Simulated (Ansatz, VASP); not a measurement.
**CuO in VASP and in Ansatz**

```
CELL_PARAMETERS angstrom
2.34185 -1.71130 0.00000
2.34185 1.71130 0.00000
-0.85003 0.00000 5.05787
ATOMIC_POSITIONS crystal
Cu 0.00000 0.50000 0.00000
Cu 0.50000 0.00000 0.50000
O 0.58160 0.41840 0.25000
O 0.41840 0.58160 0.75000
```

Alike in both runs: task single point; functional PBE; k mesh 7 × 7 × 4; occupations gaussian, width 0.05 eV; collinear spin; Hubbard terms Cu d U = 7.0 eV.

|  | VASP | Ansatz |
| --- | --- | --- |
| version | VASP 6.6.1 | Ansatz 0.2.0 |
| potentials or method | VASP PAW PBE potentials, release 64 (Cu, O), cutoff 520 eV | scalar-relativistic, plane waves, PAW |
| valence electrons in the cell | 34 | 50 |

```tsv
	VASP	Ansatz	Ansatz less VASP
gap on the k mesh at the Fermi level (eV)	1.47	0.81	-0.663
least direct gap on the mesh (eV)	1.68	1.06	-0.618
pressure (GPa)	2.1	8.6	+6.47
traceless stress, the component that is largest in VASP (GPa)	0.38	-0.89	-1.265
rms of the force components (eV/Å)	0.008	0.017	+0.0084
net moment per atom (μB)	0.00	0.00	0.000
size of the moment on the site where the two differ most (μB)	0.67	0.60	-0.078
```

Site moments also hang on the region over which each program counts them. The programs project onto different local orbitals, so the same U acts differently, and such runs can settle in different states. Atom by atom the forces differ by 0.008 eV/Å (rms over components). VASP's potentials hold 34 valence electrons a cell and Ansatz's 50, so a difference there can come from the potentials and not from the codes.
